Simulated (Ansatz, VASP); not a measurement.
# Au in VASP and in Ansatz

Contents of INCAR:

```
SYSTEM = Au
PREC     = Accurate       ! precision mode
ENCUT    = 520            ! plane-wave cutoff, eV
EDIFF    = 1E-6           ! SCF threshold, eV
ISMEAR   = 0              ! smearing method
SIGMA    = 0.05           ! smearing width, eV
LREAL    = .False.        ! projectors in reciprocal space
LASPH    = .True.         ! aspherical terms in the spheres
NELM     = 80             ! most SCF steps
ALGO     = Normal         ! electronic algorithm
ISIF     = 2              ! what is computed and relaxed
LWAVE    = .False.        ! write WAVECAR
LCHARG   = .False.        ! write CHGCAR
GGA      = PE             ! functional
NBANDS   = 18             ! bands
```

The input KPOINTS:

```
regular mesh
0
Gamma
  15 15 8
  0 0 0
```

The input POSCAR:

```
Au
1.0
    2.9000000000      0.0000000000      0.0000000000
   -1.4500000000      2.5114736710      0.0000000000
    0.0000000000      0.0000000000      4.8800000000
Au
2
Direct
    0.3333333333      0.6666666667      0.7500000000
    0.6666666667      0.3333333333      0.2704918033
```

Input for Ansatz:

```yaml
crystal:
  lattice:
    - [2.9, 0.0, 0.0]
    - [-1.45, 2.511473671, 0.0]
    - [0.0, 0.0, 4.88]
  atoms:
    - { symbol: Au, position: [0.3333333333, 0.6666666667, 0.75] }
    - { symbol: Au, position: [0.6666666667, 0.3333333333, 0.2704918033] }
basis:
  ecutwfc: 420
  fft_grid_basis: typed
kpoints:
  mp_grid: { grid: [15, 15, 8] }
hamiltonian:
  xc: pbe
  pseudopotentials: { kind: paw }
scf:
  occupations: { method: gaussian, width: 0.05 }
output:
  forces: true
  stress: true
  eigenvalues: true
  bader: true
  write_density: true
  volumetric_format: npy
```

Alike in both runs: task single point; functional PBE; k mesh 15 × 15 × 8; occupations gaussian, width 0.05 eV; no spin polarisation.

|  | VASP | Ansatz |
| --- | --- | --- |
| version | VASP 6.6.1 | Ansatz 0.2.0 |
| potentials or method | VASP PAW PBE potentials, release 64 (Au), cutoff 520 eV | scalar-relativistic, plane waves, PAW |
| valence electrons in the cell | 22 | 38 |

VASP gave:

- gap on the k mesh at the Fermi level (eV): none
- pressure (GPa): 2.3
- traceless stress, the component that is largest in VASP (GPa): 0.41
- rms of the force components (eV/Å): 0.383

Problem. Which values does Ansatz return?

Solution. gap on the k mesh at the Fermi level (eV): none; pressure (GPa): 2.6; traceless stress, the component that is largest in VASP (GPa): 0.40; rms of the force components (eV/Å): 0.385.

Atom by atom the forces differ by 0.003 eV/Å (rms over components). A gap of «none» marks a metal or a gap that the smearing closes. The functional is the same, so the differences come from potentials, cutoffs and numerics. VASP's potentials hold 22 valence electrons a cell and Ansatz's 38, so a difference there can come from the potentials and not from the codes.

Spin-orbit coupling is off throughout.
